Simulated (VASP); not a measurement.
# Sn (P-1) in VASP: single point with PBE

Aim: the single point of Sn with PBE.

All numbers are computed with VASP 6.6.1; they aren't measurements. Logs are shortened: lines on timing, memory, paths and dates and some standing lists are left out, and cuts for length are marked.

## (1) The cell of the first run

The typed cell holds 2 atoms: a = 4.493 Å, b = 4.493 Å, c = 4.493 Å, α = 97.44°, β = 97.44°, γ = 137.83°.

## (2) Single point, PBE (atoms moved at random)

The input, INCAR:

```
  PREC = Accurate
  ENCUT = 520
  EDIFF = 1E-6
  ISMEAR = 0
  SIGMA = 0.15
  LREAL = F
  LASPH = T
  NELM = 80
  ALGO = Fast
  ISIF = 2
  LWAVE = F
  LCHARG = F
  GGA = PE
  NBANDS = 21
```

The input, KPOINTS:

```
regular mesh
0
Gamma
  12 12 12
```

The input, POSCAR:

```
Sn
1.0
   -2.9643162545      2.9643162545      1.6163469645
    2.9643162545     -2.9643162545      1.6163469645
    2.9643162545      2.9643162545     -1.6163469645
Sn
2
Direct
    0.7720728038      0.2311751831      0.4841352974
   -0.0220728038      0.0188248169      0.0158647026
```

Potentials or basis: VASP PAW PBE potentials, release 64 (Sn_d).

Command:

```console
$ cat potpaw_PBE.64/Sn_d/POTCAR > POTCAR
$ mpirun -np 1 vasp_std > vasp.out
```

OUTCAR:

```text
PREC = Accurate
   ENCUT = 520
   EDIFF = 1E-6
   ISMEAR = 0
   LREAL = F
   LASPH = T
   NELM = 80
   ISIF = 2
   GGA = PE

 ion  position               nearest neighbor table
   1  0.772  0.231  0.484-   2 2.74   2 2.97   2 3.25   2 3.39   2 3.62   2 3.69
   2  0.978  0.019  0.016-   1 2.74   1 2.97   1 3.25   1 3.39   1 3.62   1 3.69

  LATTYP: Found a body centered tetragonal cell.
 ALAT       =     5.9286325090
 C/A-ratio  =     0.5452680570

  Lattice vectors:

 A1 = (  -2.9643162545,   2.9643162545,   1.6163469645)
 A2 = (   2.9643162545,  -2.9643162545,   1.6163469645)
 A3 = (   2.9643162545,   2.9643162545,  -1.6163469645)

Analysis of symmetry for initial positions (statically):
=====================================================================
 Subroutine PRICEL returns:
 Original cell was already a primitive cell.

 Routine SETGRP: Setting up the symmetry group for a
 body centered tetragonal supercell.

 Subroutine GETGRP returns: Found  2 space group operations
 (whereof  1 operations were pure point group operations)
 out of a pool of 16 trial point group operations.

The static configuration has the point symmetry C_1 .
 The point group associated with its full space group is S_2 .

Analysis of symmetry for dynamics (positions and initial velocities):
=====================================================================
 Subroutine PRICEL returns:
 Original cell was already a primitive cell.

 Routine SETGRP: Setting up the symmetry group for a
 body centered tetragonal supercell.

 Subroutine GETGRP returns: Found  2 space group operations
 (whereof  1 operations were pure point group operations)
 out of a pool of 16 trial point group operations.

The dynamic configuration has the point symmetry C_1 .
 The point group associated with its full space group is S_2 .

 Subroutine INISYM returns: Found  2 space group operations
 (whereof  1 operations are pure point group operations),
 and found     1 'primitive' translations

----------------------------------------------------------------------------------------

                                     Primitive cell

  volume of cell :      56.8125

  direct lattice vectors                    reciprocal lattice vectors
    -2.964316254  2.964316254  1.616346964     0.000000000  0.168672961  0.309339524
     2.964316254 -2.964316254  1.616346964     0.168672961  0.000000000  0.309339524
     2.964316254  2.964316254 -1.616346964     0.168672961  0.168672961  0.000000000

  length of vectors
     4.492985558  4.492985558  4.492985558     0.352337209  0.352337209  0.238539589

  position of ions in fractional coordinates (direct lattice)
     0.772072804  0.231175183  0.484135297
     0.977927196  0.018824817  0.015864703

  ion indices of the primitive-cell ions
   primitive index   ion index
                 1           1
                 2           2

----------------------------------------------------------------------------------------

 KPOINTS: regular mesh

Automatic generation of k-mesh.
 Grid dimensions read from file:
 generate k-points for:   12   12   12

 Generating k-lattice:

  Cartesian coordinates                     Fractional coordinates (reciprocal lattice)
     0.000000000  0.014056080  0.025778294     0.083333333 -0.000000000  0.000000000
     0.014056080  0.000000000  0.025778294    -0.000000000  0.083333333  0.000000000
     0.014056080  0.014056080  0.000000000     0.000000000  0.000000000  0.083333333

  Length of vectors
     0.029361434  0.029361434  0.019878299

  Shift w.r.t. Gamma in fractional coordinates (k-lattice)
     0.000000000  0.000000000  0.000000000

 Subroutine IBZKPT returns following result:
 ===========================================

 Found    868 irreducible k-points:

 Following reciprocal coordinates:
            Coordinates               Weight
  0.000000  0.000000  0.000000      1.000000
  0.083333  0.000000  0.000000      2.000000
  0.083333  0.000000 -0.083333      2.000000
  0.000000  0.083333 -0.083333      2.000000
  0.000000  0.083333  0.000000      2.000000
  0.166667 -0.000000  0.000000      2.000000
[... 16 lines left out ...]
  0.500000  0.000000  0.500000      1.000000
  0.000000  0.500000  0.500000      1.000000
 [... further k-points ...]
   k-points           NKPTS =    868   k-points in BZ     NKDIM =    868   number of bands    NBANDS=     21
   number of dos      NEDOS =    301   number of ions     NIONS =      2
   total plane-waves  NPLWV =  46656
   dimension x,y,z NGX =    36 NGY =   36 NGZ =   36
   dimension x,y,z NGXF=    72 NGYF=   72 NGZF=   72
   ions per type =               2
   NGX,Y,Z   is equivalent  to a cutoff of  13.32, 13.32, 13.32 a.u.
   NGXF,Y,Z  is equivalent  to a cutoff of  26.64, 26.64, 26.64 a.u.
 SYSTEM =  unknown system
   PREC   = accura    normal or accurate (medium, high low for compatibility)
   ISTART =      0    job   : 0-new  1-cont  2-samecut
   ICHARG =      2    charge: 1-file 2-atom 10-const
   ISPIN  =      1    spin polarized calculation?
   LNONCOLLINEAR =      F non collinear calculations
   LSORBIT =      F    spin-orbit coupling
   LASPH  =      T    aspherical Exc in radial PAW
   ENCUT  =  520.0 eV  38.22 Ry    6.18 a.u.   8.35  8.35  8.35*2*pi/ulx,y,z
   NELM   =     80;   NELMIN=  2; NELMDL= -5     # of ELM steps
   EDIFF  = 0.1E-05   stopping-criterion for ELM
   LREAL  =      F    real-space projection
   EDIFFG = 0.1E-04   stopping-criterion for IOM
   NSW    =      0    number of steps for IOM
   IBRION =     -1    ionic relax: 0-MD 1-quasi-New 2-CG
   NFREE  =      0    steps in history (QN), initial steepest desc. (CG)
   ISIF   =      2    stress and relaxation
   ISYM   =      2    0-nonsym 1-usesym 2-fastsym
   POTIM  = 0.5000    time-step for ionic-motion
   TEBEG  =    0.0;   TEEND  =   0.0 temperature during run
   PSTRESS=    0.0 pullay stress
   NELECT =      28.0000    total number of electrons
   NUPDOWN=      -1.0000    fix difference up-down
   EMIN   =  10.00;   EMAX   =-10.00  energy-range for DOS
   EFERMI =   0.00;   METHOD = LEGACY
   ISMEAR =     0;   SIGMA  =   0.15  broadening in eV -4-tet -1-fermi 0-gaus
   EFERMI_NEDOS =   21; number of points for ismear=-14 and -15
   IALGO  =     68    algorithm
   IMIX   =      4    mixing-type and parameters
     AMIX     =   0.40;   BMIX     =  1.00
     AMIX_MAG =   1.60;   BMIX_MAG =  1.00
  volume/ion in A,a.u.               =      28.41       191.69
  Fermi-wavevector in a.u.,A,eV,Ry     =   1.293142  2.443684 22.751891  1.672217
  Thomas-Fermi vector in A             =   2.424806
   LORBIT       =      0    0 simple, 1 ext, 2 COOP (PROOUT), +10 PAW based schemes
   GGA     = PE    functional components
   LHFCALC =     F    Hartree Fock is set to
   AEXX    =    0.0000 exact exchange contribution
   IVDW    =     0    specifies the selected vdW correction
   LEPSILON=     F    determine dielectric tensor
   LRPA    =     F    only Hartree local field effects (RPA)
 non-spin polarized calculation
 RMM-DIIS sequential band-by-band and
 Gauss-broadening in eV      SIGMA  =   0.15
  energy-cutoff  :      520.00
  volume of cell :       56.81
 maximum number of plane-waves:      1548
 NGX is ok and might be reduce to    36
   NGX = 17   NGY = 17   NGZ = 17

 number of electron      27.9999994 magnetization

 Free energy of the ion-electron system (eV)
  ---------------------------------------------------
  ext. energy  EPLUGINS =         0.00000000
  ---------------------------------------------------
  free energy    TOTEN  =        -7.35987551 eV

  energy without entropy =       -7.34805015  energy(sigma->0) =       -7.35396283

 E-fermi :   7.4309     XC(G=0): -10.0645

 val. band max:        7.4240939654   @ k =  -0.0833   0.4167  -0.0833
 cond. band min:       7.4336832463   @ k =  -0.0833  -0.1667  -0.0833
 fundamental gap:      0.0095892809
 Fermi energy:         7.4309489303

 k-point     1 :       0.0000    0.0000    0.0000
  band No.  band energies     occupation
      1     -14.2922      2.00000
      2     -14.1587      2.00000
      3     -14.1252      2.00000
      4     -14.1159      2.00000
      5     -13.9714      2.00000
      6     -13.9679      2.00000
[... 13 lines left out ...]
     20      17.1056      0.00000
     21      17.4181      0.00000

 k-point     2 :       0.0833    0.0000    0.0000
  band No.  band energies     occupation
      1     -14.2894      2.00000
      2     -14.1500      2.00000
      3     -14.1214      2.00000
      4     -14.1050      2.00000
      5     -13.9807      2.00000
      6     -13.9697      2.00000
[... 13 lines left out ...]
     20      16.6935      0.00000
     21      17.0130      0.00000

 k-point     3 :       0.0833    0.0000   -0.0833
  band No.  band energies     occupation
      1     -14.2878      2.00000
      2     -14.1492      2.00000
      3     -14.1191      2.00000
      4     -14.1065      2.00000
      5     -13.9811      2.00000
      6     -13.9695      2.00000
[... 13 lines left out ...]
     20      16.7670      0.00000
     21      16.8845      0.00000

 k-point     4 :       0.0000    0.0833   -0.0833
  band No.  band energies     occupation
      1     -14.2895      2.00000
      2     -14.1496      2.00000
      3     -14.1188      2.00000
      4     -14.1059      2.00000
      5     -13.9876      2.00000
      6     -13.9627      2.00000
[... 13 lines left out ...]
     20      16.6482      0.00000
     21      17.0084      0.00000

 k-point     5 :       0.0000    0.0833    0.0000
  band No.  band energies     occupation
      1     -14.2894      2.00000
      2     -14.1499      2.00000
      3     -14.1216      2.00000
      4     -14.1053      2.00000
      5     -13.9781      2.00000
      6     -13.9712      2.00000
[... 13 lines left out ...]
     20      16.8224      0.00000
     21      16.8994      0.00000
[... 382 lines left out ...]
     20      15.5131      0.00000
     21      17.8447      0.00000

 k-point    22 :       0.5000    0.0000    0.0000
  band No.  band energies     occupation
      1     -14.2534      2.00000
      2     -14.1032      2.00000
      3     -14.0850      2.00000
      4     -14.0849      2.00000
      5     -14.0526      2.00000
      6     -13.9650      2.00000
[... 13 lines left out ...]
     20      16.9559      0.00000
     21      17.0471      0.00000

 k-point    23 :       0.5000    0.0000    0.5000
  band No.  band energies     occupation
      1     -14.2150      2.00000
      2     -14.1577      2.00000
      3     -14.0864      2.00000
      4     -14.0699      2.00000
      5     -13.9781      2.00000
      6     -13.9601      2.00000
[... 13 lines left out ...]
     20      16.0882      0.00000
     21      16.4976      0.00000

 k-point    24 :       0.0000    0.5000    0.5000
  band No.  band energies     occupation
      1     -14.2429      2.00000
      2     -14.1266      2.00000
      3     -14.1139      2.00000
      4     -14.0801      2.00000
      5     -14.0059      2.00000
      6     -13.9398      2.00000
[... 13 lines left out ...]
     20      16.6017      0.00000
     21      17.0465      0.00000

 [... further k-points ...]

------------------------ aborting loop because EDIFF is reached ----------------------------------------

  FORCE on cell =-STRESS in cart. coord.  units (eV):
  Direction    XX          YY          ZZ          XY          YZ          ZX
  --------------------------------------------------------------------------------------
  -------------------------------------------------------------------------------------
  Total        2.6917329     -0.1425613      0.3139874      0.1511863     -0.2216558     -0.8419938
  in kB       75.9099819     -4.0203949      8.8548077      4.2636283     -6.2509492    -23.7451984
  external PRESSURE =      26.9147982 kB  Pullay stress =       0.0000000 kB

 VOLUME and BASIS-vectors are now :
 -----------------------------------------------------------------------------
  energy-cutoff  :      520.00
  volume of cell :       56.81
      direct lattice vectors                 reciprocal lattice vectors
    -2.964316254  2.964316254  1.616346964     0.000000000  0.168672961  0.309339524
     2.964316254 -2.964316254  1.616346964     0.168672961  0.000000000  0.309339524
     2.964316254  2.964316254 -1.616346964     0.168672961  0.168672961  0.000000000

 POSITION                                       TOTAL-FORCE (eV/Angst)
 -----------------------------------------------------------------------------------
     -0.16826      3.03852      0.83907         1.514466     -0.369652     -0.298625
     -2.79605      2.89011      1.58545        -1.514466      0.369652      0.298625
 -----------------------------------------------------------------------------------
    total drift:                                0.000000      0.000000      0.000000

  FREE ENERGIE OF THE ION-ELECTRON SYSTEM (eV)
  ---------------------------------------------------
  free  energy   TOTEN  =        -7.3598755053 eV

  energy  without entropy=       -7.3480501542  energy(sigma->0) =       -7.35396283
```

It took 7.4 min on 1 thread of Intel Xeon 6975P-C (Granite Rapids), shared host; peak memory 0.84 GiB.

What came out:

```
Free energy            : -7.3599 eV
Pressure               : 2.7 GPa
Largest force          : 1.587 eV/Å
Band gap on the k mesh : zero (bands 14 and 15 overlap by 3.98 eV)
```

Forces on the atoms (eV/Å):
```
Sn   1.514 -0.370 -0.299
Sn  -1.514  0.370  0.299
```

Stress tensor (GPa, compression positive):
```
 7.59  0.43 -2.37
 0.43 -0.40 -0.63
-2.37 -0.63  0.89
```

Levels at points of the mesh, in eV from the Fermi level:
| k point | band 10 | band 11 | band 12 | band 13 | band 14 | band 15 | band 16 | band 17 | band 18 | band 19 |
| --- | --- | --- | --- | --- | --- | --- | --- | --- | --- | --- |
| (0.00, 0.00, 0.00) | -21.16 | -10.98 | -3.69 | -2.01 | -1.65 | 2.50 | 6.02 | 6.40 | 6.49 | 6.72 |
| (0.50, 0.00, 0.00) | -21.19 | -7.24 | -4.95 | -2.59 | -1.83 | -0.71 | 1.71 | 3.49 | 4.27 | 7.04 |
| (0.50, 0.00, 0.50) | -21.22 | -6.52 | -6.21 | -1.81 | -1.75 | -1.14 | 2.09 | 2.78 | 5.43 | 7.23 |
| (0.00, 0.50, 0.50) | -21.19 | -6.97 | -5.53 | -2.24 | -1.68 | -1.02 | 1.72 | 3.37 | 5.02 | 6.95 |
| (0.00, 0.50, 0.00) | -21.20 | -7.33 | -4.81 | -2.65 | -1.69 | -0.63 | 1.66 | 3.56 | 3.69 | 7.22 |
| (0.50, 0.50, 0.00) | -21.22 | -9.59 | -7.75 | -0.45 | 0.91 | 1.85 | 1.90 | 5.63 | 5.75 | 9.23 |
| (0.00, 0.00, 0.50) | -21.24 | -9.14 | -8.38 | 0.05 | 0.44 | 2.02 | 2.11 | 5.53 | 5.74 | 9.38 |
| (0.50, 0.50, 0.50) | -21.27 | -7.95 | -7.44 | -4.48 | -4.18 | 4.57 | 4.95 | 8.96 | 9.37 | 11.88 |

Caveat: the cell differs from its parent crystal (atoms moved at random); the stress differs along the axes, from -0 to 8 GPa; spin-orbit coupling is left out, which moves the levels of the heavy elements; forces of over 1 eV/Å act on the atoms, so gaps and moduli don't describe the material at rest.
